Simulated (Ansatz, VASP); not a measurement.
# One calculation of Tl2WF6, two programs

```
Tl W F
1.0
     0.00000    4.47257    4.47257
     4.47257    0.00000    4.47257
     4.47257    4.47257    0.00000
Tl W F
2 1 6
Direct
  0.25000 0.25000 0.25000
  0.75000 0.75000 0.75000
  0.00000 0.00000 0.00000
  0.77810 0.22190 0.22190
  0.22190 0.77810 0.77810
  0.22190 0.77810 0.22190
  0.77810 0.22190 0.77810
  0.22190 0.22190 0.77810
  0.77810 0.77810 0.22190
```

Change from the starting cell: relaxed end of: ordered vacancies on the cation sites of perovskite (Fm-3m, No. 225).

Alike in both runs: task single point; functional PBE; k mesh 4 × 4 × 4; occupations gaussian, width 0.1 eV; collinear spin.

|  | VASP | Ansatz |
| --- | --- | --- |
| version | VASP 6.6.1 | Ansatz 0.2.0 |
| potentials or method | VASP PAW PBE potentials, release 64 (Tl_d, W_sv, F), cutoff 520 eV | scalar-relativistic, plane waves, PAW |
| valence electrons in the cell | 82 | 82 |

```csv
,VASP,Ansatz,Ansatz less VASP
gap on the k mesh at the Fermi level (eV),none,none,-
pressure (GPa),0.5,0.0,-0.47
rms of the force components (eV/Å),0.092,0.000,-0.0913
net moment per atom (μB),0.22,0.22,0.000
size of the moment on the site where the two differ most (μB),1.58,0.91,-0.665
```

Site moments also hang on the region over which each program counts them. Atom by atom the forces differ by 0.091 eV/Å (rms over components). A gap of «none» marks a metal or a gap that the smearing closes.

Neither program's run includes spin-orbit coupling.
